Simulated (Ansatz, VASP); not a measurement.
**AlNi in VASP and in Ansatz**

File INCAR:

```
SYSTEM = AlNi
PREC = Accurate ; ENCUT = 520
EDIFF = 1E-7 ; ISMEAR = 0
SIGMA = 0.15 ; LREAL = .FALSE.
LASPH = .TRUE. ; NELM = 100
ALGO = Normal ; ISIF = 2
LWAVE = .FALSE. ; LCHARG = .FALSE.
GGA = PE ; NBANDS = 14
```

The input KPOINTS:

```
Automatic mesh
0
G
  16 16 16
  0 0 0
```

The input POSCAR:

```
AlNi
1.0
    2.8444152934      0.0000000000      0.0000000000
    0.0000000000      2.8444152934      0.0000000000
    0.0000000000      0.0000000000      2.8444152934
Al Ni
1 1
Direct
    0.0000000000      0.0000000000     -0.0138277980
    0.5000000000      0.5000000000      0.5063566817
```

Input for Ansatz:

```yaml
crystal:
  lattice:
    - [2.8444152934, 0.0, 0.0]
    - [0.0, 2.8444152934, 0.0]
    - [0.0, 0.0, 2.8444152934]
  atoms:
    - { symbol: Al, position: [0.0, 0.0, -0.013827798] }
    - { symbol: Ni, position: [0.5, 0.5, 0.5063566817] }
basis:
  ecutwfc: 520.0
kpoints:
  mp_grid: { grid: [16, 16, 16] }
hamiltonian:
  xc: pbe
  pseudopotentials: { kind: paw, azcp: { folder: soft_1 } }
scf:
  occupations: { method: gaussian, width: 0.15 }
output:
  forces: true
  stress: true
  eigenvalues: true
  write_density: true
  write_potential: true
  elf: true
  volumetric_format: npy
```

Change from the starting cell: mode 6 frozen in at -0.040 Å, equal normal strain along x, y and z -0.0167.

Alike in both runs: task single point; functional PBE; k mesh 16 × 16 × 16; occupations gaussian, width 0.15 eV; no spin polarisation.

|  | VASP | Ansatz |
| --- | --- | --- |
| version | VASP 6.6.1 | Ansatz 0.2.0 |
| potentials or method | VASP PAW PBE potentials, release 64 (Al, Ni), cutoff 520 eV | scalar-relativistic, plane waves, PAW |
| valence electrons in the cell | 13 | 21 |

|  | VASP | Ansatz | Ansatz less VASP |
| --- | --- | --- | --- |
| gap on the k mesh at the Fermi level (eV) | none | none | - |
| pressure (GPa) | 9.3 | 9.2 | -0.05 |
| traceless stress, the component that is largest in VASP (GPa) | -0.14 | -0.14 | +0.003 |
| rms of the force components (eV/Å) | 0.230 | 0.228 | -0.0016 |

Atom by atom the forces differ by 0.002 eV/Å (rms over components). A gap of «none» marks a metal or a gap that the smearing closes. VASP's potentials hold 13 valence electrons a cell and Ansatz's 21, so a difference there can come from the potentials and not from the codes.
